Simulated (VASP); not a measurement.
ZrS2: single point with PBE

Crystal: ZrS2.

```
CELL_PARAMETERS angstrom
3.69138 0.00000 0.00000
-1.84569 3.19683 0.00000
0.00000 0.00000 6.04108
ATOMIC_POSITIONS crystal
Zr 0.00000 0.00000 0.00000
S 0.66667 0.33333 0.76209
S 0.33333 0.66667 0.23791
```

```
Program             : VASP 6.6.1
Task                : single point
Functional          : PBE
Potentials or basis : VASP PAW PBE potentials, release 64 (Zr_sv, S)
Cutoff              : 500 eV
k mesh              : 3 × 3 × 2, shifted
Occupations         : gaussian, width 0.1 eV
Spin                : no spin polarisation
```

* Pressure: 0.3 GPa
* Largest force: 0.088 eV/Å
* Band gap on the k mesh: 1.50 eV, indirect (least direct gap 1.98 eV)

Forces in eV/Å, atoms in the order of the input:
```
Zr   0.000  0.000  0.000
S    0.000  0.000 -0.088
S    0.000  0.000  0.088
```

Stress tensor (GPa, compression positive):
```
-0.26  0.00  0.00
 0.00 -0.26  0.00
 0.00  0.00  1.29
```

Levels at points of the mesh, in eV from the valence-band top:
```csv
k point,band 9,band 10,band 11,band 12,band 13,band 14,band 15,band 16
"(0.17, 0.17, 0.25)",-2.31,-1.70,-1.23,-0.19,2.37,2.69,3.78,4.91
```

It took 28 s on 1 thread of AMD EPYC 9R14, with other jobs on the host, peak memory 0.17 GiB.

Caveat: the k points lie up to 0.66 Å⁻¹ apart; this functional lacks dispersion, which binds the layers, so the pressure and a relaxed spacing across them are unreliable. PBE gaps usually lie below the measured ones, often by a third to a half.
